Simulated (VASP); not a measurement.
# BeTe (F-43m) in VASP: notebook

The runs below take BeTe through single point, with PBEsol, revPBE.

All numbers are computed with VASP 6.6.1; they aren't measurements. Logs are shortened: lines on timing, memory, paths and dates and some standing lists are left out, and cuts for length are marked.

### 1 The cell of the first run

The structure is cubic, space group F-43m (No. 216). The conventional cell has a = 5.540 Å, b = 5.540 Å, c = 5.540 Å, α = 90.00°, β = 90.00°, γ = 90.00°. Within 3.2 Å of Be (site symmetry -43m) lie 4 Te at 2.40 Å. Te (site symmetry -43m) has 4 Be at 2.40 Å within 3.2 Å.

### 2 Single point, PBEsol

Input file INCAR:

```
SYSTEM = BeTe
PREC = Accurate
ENCUT = 600
EDIFF = 1E-6
ISMEAR = 0
SIGMA = 0.01
LREAL = .FALSE.
LASPH = .TRUE.
NELM = 120
ALGO = Normal
ISIF = 2
LWAVE = .FALSE.
LCHARG = .FALSE.
GGA = PS
NBANDS = 11
GGA_COMPAT = .FALSE.
```

Input file KPOINTS:

```
Automatic mesh
0
G
  4 4 4
  0 0 0
```

Input file POSCAR:

```
BeTe
1.0
    0.0000000000      2.7700000000      2.7700000000
    2.7700000000      0.0000000000      2.7700000000
    2.7700000000      2.7700000000      0.0000000000
Be Te
1 1
Direct
    0.0000000000      0.0000000000      0.0000000000
    0.2500000000      0.2500000000      0.2500000000
```

Potentials or basis: VASP PAW PBE potentials, release 64 (Be, Te).

Run with:

```sh
$ cat potpaw_PBE.64/Be/POTCAR potpaw_PBE.64/Te/POTCAR > POTCAR
$ mpirun -np 1 vasp_std > vasp.out
```

OUTCAR:

```text
SYSTEM = BeTe
   PREC = Accurate
   ENCUT = 600
   EDIFF = 1E-6
   ISMEAR = 0
   LREAL = .FALSE.
   LASPH = .TRUE.
   NELM = 120
   ISIF = 2
   GGA = PS

 ion  position               nearest neighbor table
   1  0.000  0.000  0.000-   2 2.40   2 2.40   2 2.40   2 2.40
   2  0.250  0.250  0.250-   1 2.40   1 2.40   1 2.40   1 2.40

  LATTYP: Found a face centered cubic cell.
 ALAT       =     5.5400000000

  Lattice vectors:

 A1 = (   0.0000000000,   2.7700000000,   2.7700000000)
 A2 = (   2.7700000000,   0.0000000000,   2.7700000000)
 A3 = (   2.7700000000,   2.7700000000,   0.0000000000)

Analysis of symmetry for initial positions (statically):
=====================================================================
 Subroutine PRICEL returns:
 Original cell was already a primitive cell.

 Routine SETGRP: Setting up the symmetry group for a
 face centered cubic supercell.

 Subroutine GETGRP returns: Found 24 space group operations
 (whereof 24 operations were pure point group operations)
 out of a pool of 48 trial point group operations.

The static configuration has the point symmetry T_d .

Analysis of symmetry for dynamics (positions and initial velocities):
=====================================================================
 Subroutine PRICEL returns:
 Original cell was already a primitive cell.

 Routine SETGRP: Setting up the symmetry group for a
 face centered cubic supercell.

 Subroutine GETGRP returns: Found 24 space group operations
 (whereof 24 operations were pure point group operations)
 out of a pool of 48 trial point group operations.

The dynamic configuration has the point symmetry T_d .

 Subroutine INISYM returns: Found 24 space group operations
 (whereof 24 operations are pure point group operations),
 and found     1 'primitive' translations

----------------------------------------------------------------------------------------

                                     Primitive cell

  volume of cell :      42.5079

  direct lattice vectors                    reciprocal lattice vectors
     0.000000000  2.770000000  2.770000000    -0.180505415  0.180505415  0.180505415
     2.770000000  0.000000000  2.770000000     0.180505415 -0.180505415  0.180505415
     2.770000000  2.770000000  0.000000000     0.180505415  0.180505415 -0.180505415

  length of vectors
     3.917371568  3.917371568  3.917371568     0.312644550  0.312644550  0.312644550

  position of ions in fractional coordinates (direct lattice)
     0.000000000  0.000000000  0.000000000
     0.250000000  0.250000000  0.250000000

  ion indices of the primitive-cell ions
   primitive index   ion index
                 1           1
                 2           2

----------------------------------------------------------------------------------------

 KPOINTS: Automatic mesh

Automatic generation of k-mesh.
 Grid dimensions read from file:
 generate k-points for:    4    4    4

 Generating k-lattice:

  Cartesian coordinates                     Fractional coordinates (reciprocal lattice)
    -0.045126354  0.045126354  0.045126354     0.250000000  0.000000000  0.000000000
     0.045126354 -0.045126354  0.045126354     0.000000000  0.250000000  0.000000000
     0.045126354  0.045126354 -0.045126354     0.000000000  0.000000000  0.250000000

  Length of vectors
     0.078161138  0.078161138  0.078161138

  Shift w.r.t. Gamma in fractional coordinates (k-lattice)
     0.000000000  0.000000000  0.000000000

 Subroutine IBZKPT returns following result:
 ===========================================

 Found      8 irreducible k-points:

 Following reciprocal coordinates:
            Coordinates               Weight
  0.000000  0.000000  0.000000      1.000000
  0.250000  0.000000  0.000000      8.000000
  0.500000  0.000000  0.000000      4.000000
  0.250000  0.250000  0.000000      6.000000
  0.500000  0.250000  0.000000     24.000000
 -0.250000  0.250000  0.000000     12.000000
  0.500000  0.500000  0.000000      3.000000
 -0.250000  0.500000  0.250000      6.000000
   k-points           NKPTS =      8   k-points in BZ     NKDIM =      8   number of bands    NBANDS=     11
   number of dos      NEDOS =    301   number of ions     NIONS =      2
   total plane-waves  NPLWV =  32768
   dimension x,y,z NGX =    32 NGY =   32 NGZ =   32
   dimension x,y,z NGXF=    64 NGYF=   64 NGZF=   64
   ions per type =               1   1
   NGX,Y,Z   is equivalent  to a cutoff of  13.58, 13.58, 13.58 a.u.
   NGXF,Y,Z  is equivalent  to a cutoff of  27.16, 27.16, 27.16 a.u.
 SYSTEM =  BeTe
   PREC   = accura    normal or accurate (medium, high low for compatibility)
   ISTART =      0    job   : 0-new  1-cont  2-samecut
   ICHARG =      2    charge: 1-file 2-atom 10-const
   ISPIN  =      1    spin polarized calculation?
   LNONCOLLINEAR =      F non collinear calculations
   LSORBIT =      F    spin-orbit coupling
   LASPH  =      T    aspherical Exc in radial PAW
   ENCUT  =  600.0 eV  44.10 Ry    6.64 a.u.   7.82  7.82  7.82*2*pi/ulx,y,z
   NELM   =    120;   NELMIN=  2; NELMDL= -5     # of ELM steps
   EDIFF  = 0.1E-05   stopping-criterion for ELM
   LREAL  =      F    real-space projection
   EDIFFG = 0.1E-04   stopping-criterion for IOM
   NSW    =      0    number of steps for IOM
   IBRION =     -1    ionic relax: 0-MD 1-quasi-New 2-CG
   NFREE  =      0    steps in history (QN), initial steepest desc. (CG)
   ISIF   =      2    stress and relaxation
   ISYM   =      2    0-nonsym 1-usesym 2-fastsym
   POTIM  = 0.5000    time-step for ionic-motion
   TEBEG  =    0.0;   TEEND  =   0.0 temperature during run
   PSTRESS=    0.0 pullay stress
   NELECT =       8.0000    total number of electrons
   NUPDOWN=      -1.0000    fix difference up-down
   EMIN   =  10.00;   EMAX   =-10.00  energy-range for DOS
   EFERMI =   0.00;   METHOD = LEGACY
   ISMEAR =     0;   SIGMA  =   0.01  broadening in eV -4-tet -1-fermi 0-gaus
   EFERMI_NEDOS =   21; number of points for ismear=-14 and -15
   IALGO  =     38    algorithm
   IMIX   =      4    mixing-type and parameters
     AMIX     =   0.40;   BMIX     =  1.00
     AMIX_MAG =   1.60;   BMIX_MAG =  1.00
  volume/ion in A,a.u.               =      21.25       143.43
  Fermi-wavevector in a.u.,A,eV,Ry     =   0.938170  1.772885 11.975354  0.880164
  Thomas-Fermi vector in A             =   2.065355
   LORBIT       =      0    0 simple, 1 ext, 2 COOP (PROOUT), +10 PAW based schemes
   GGA     = PS    functional components
   LHFCALC =     F    Hartree Fock is set to
   AEXX    =    0.0000 exact exchange contribution
   IVDW    =     0    specifies the selected vdW correction
   LEPSILON=     F    determine dielectric tensor
   LRPA    =     F    only Hartree local field effects (RPA)
 non-spin polarized calculation
 Gauss-broadening in eV      SIGMA  =   0.01
  energy-cutoff  :      600.00
  volume of cell :       42.51
 maximum number of plane-waves:      1428
   NGX = 15   NGY = 15   NGZ = 15

 number of electron       8.0000000 magnetization

 Free energy of the ion-electron system (eV)
  ---------------------------------------------------
  ext. energy  EPLUGINS =         0.00000000
  ---------------------------------------------------
  free energy    TOTEN  =        -8.11465828 eV

  energy without entropy =       -8.11465828  energy(sigma->0) =       -8.11465828

 E-fermi :   5.6952     XC(G=0):  -9.3869

 val. band max:        5.5934065545   @ k =   0.0000   0.0000   0.0000
 cond. band min:       7.3071609261   @ k =   0.5000   0.5000   0.0000
 fundamental gap:      1.7137543717
 Fermi energy:         5.6952316017

 k-point     1 :       0.0000    0.0000    0.0000
  band No.  band energies     occupation
      1      -7.0765      2.00000
      2       5.5934      2.00000
      3       5.5934      2.00000
      4       5.5934      2.00000
      5       9.1334      0.00000
      6       9.1334      0.00000
      7       9.1334      0.00000
      8       9.6848      0.00000
      9      13.8469      0.00000
     10      15.9293      0.00000
     11      15.9293      0.00000

 k-point     2 :       0.2500    0.0000    0.0000
  band No.  band energies     occupation
      1      -6.4749      2.00000
      2       2.0680      2.00000
      3       4.8586      2.00000
      4       4.8586      2.00000
      5       8.9651      0.00000
      6      10.0525      0.00000
      7      10.0525      0.00000
      8      12.8061      0.00000
      9      14.5842      0.00000
     10      14.6041      0.00000
     11      14.6041      0.00000

 k-point     3 :       0.5000    0.0000    0.0000
  band No.  band energies     occupation
      1      -5.5953      2.00000
      2      -0.3172      2.00000
      3       4.3704      2.00000
      4       4.3704      2.00000
      5       8.7522      0.00000
      6      10.1105      0.00000
      7      10.1105      0.00000
      8      13.2214      0.00000
      9      16.6433      0.00000
     10      17.2343      0.00000
     11      17.2343      0.00000

 k-point     4 :       0.2500    0.2500    0.0000
  band No.  band energies     occupation
      1      -6.2700      2.00000
      2       2.5749      2.00000
      3       3.7637      2.00000
      4       3.7637      2.00000
      5       8.0476      0.00000
      6       9.9106      0.00000
      7      12.1538      0.00000
      8      12.1538      0.00000
      9      14.5478      0.00000
     10      16.4154      0.00000
     11      16.9240      0.00000

 k-point     5 :       0.5000    0.2500    0.0000
  band No.  band energies     occupation
      1      -5.3659      2.00000
      2       0.4493      2.00000
      3       2.3775      2.00000
      4       3.4075      2.00000
      5       8.3998      0.00000
      6      11.1008      0.00000
      7      12.2558      0.00000
      8      12.5149      0.00000
      9      16.0978      0.00000
     10      17.5134      0.00000
     11      18.2226      0.00000

 k-point     6 :      -0.2500    0.2500    0.0000
  band No.  band energies     occupation
      1      -5.6839      2.00000
      2       0.9795      2.00000
      3       2.1760      2.00000
      4       4.2854      2.00000
      5       9.2816      0.00000
      6      11.1475      0.00000
      7      11.7931      0.00000
      8      12.3755      0.00000
      9      13.9458      0.00000
     10      15.5664      0.00000
     11      18.1887      0.00000

 k-point     7 :       0.5000    0.5000    0.0000
  band No.  band energies     occupation
      1      -5.0517      2.00000
      2       0.1834      2.00000
      3       2.7381      2.00000
      4       2.7381      2.00000
      5       7.3072      0.00000
      6       8.1204      0.00000
      7      15.6060      0.00000
      8      15.6060      0.00000
      9      17.3819      0.00000
     10      19.0759      0.00000
     11      19.1893      0.00000

 k-point     8 :      -0.2500    0.5000    0.2500
  band No.  band energies     occupation
      1      -5.0100      2.00000
      2       0.7815      2.00000
      3       1.5820      2.00000
      4       2.0970      2.00000
      5      10.7828      0.00000
      6      11.0258      0.00000
      7      11.2001      0.00000
      8      11.9573      0.00000
      9      16.7279      0.00000
     10      17.6321      0.00000
     11      18.6240      0.00000

------------------------ aborting loop because EDIFF is reached ----------------------------------------

  FORCE on cell =-STRESS in cart. coord.  units (eV):
  Direction    XX          YY          ZZ          XY          YZ          ZX
  --------------------------------------------------------------------------------------
  -------------------------------------------------------------------------------------
  Total        0.8136090      0.8136090      0.8136090      0.0000000      0.0000000     -0.0000000
  in kB       30.6659939     30.6659939     30.6659939      0.0000000      0.0000000     -0.0000000
  external PRESSURE =      30.6659939 kB  Pullay stress =       0.0000000 kB

 VOLUME and BASIS-vectors are now :
 -----------------------------------------------------------------------------
  energy-cutoff  :      600.00
  volume of cell :       42.51
      direct lattice vectors                 reciprocal lattice vectors
     0.000000000  2.770000000  2.770000000    -0.180505415  0.180505415  0.180505415
     2.770000000  0.000000000  2.770000000     0.180505415 -0.180505415  0.180505415
     2.770000000  2.770000000  0.000000000     0.180505415  0.180505415 -0.180505415

 POSITION                                       TOTAL-FORCE (eV/Angst)
 -----------------------------------------------------------------------------------
      0.00000      0.00000      0.00000         0.000000      0.000000      0.000000
      1.38500      1.38500      1.38500        -0.000000     -0.000000     -0.000000
 -----------------------------------------------------------------------------------
    total drift:                                0.000000      0.000000      0.000000

  FREE ENERGIE OF THE ION-ELECTRON SYSTEM (eV)
  ---------------------------------------------------
  free  energy   TOTEN  =        -8.1146582803 eV

  energy  without entropy=       -8.1146582803  energy(sigma->0) =       -8.11465828
```

It took 11 s on 1 thread of AMD EPYC 9R45, shared host; peak memory 0.14 GiB.

What came out:

* Free energy: -8.1147 eV
* Pressure: 3.1 GPa
* Band gap on the k mesh: 1.71 eV, indirect (least direct gap 3.54 eV)

Caveat: the k points lie up to 0.49 Å⁻¹ apart; the PAW data sets were made with another functional, which shifts forces and pressure a little; spin-orbit coupling is left out, which moves the levels of the heavy elements. A hybrid or GW would open this gap; PBEsol tends to underestimate it.

(Part 1 of 2 ends here.)
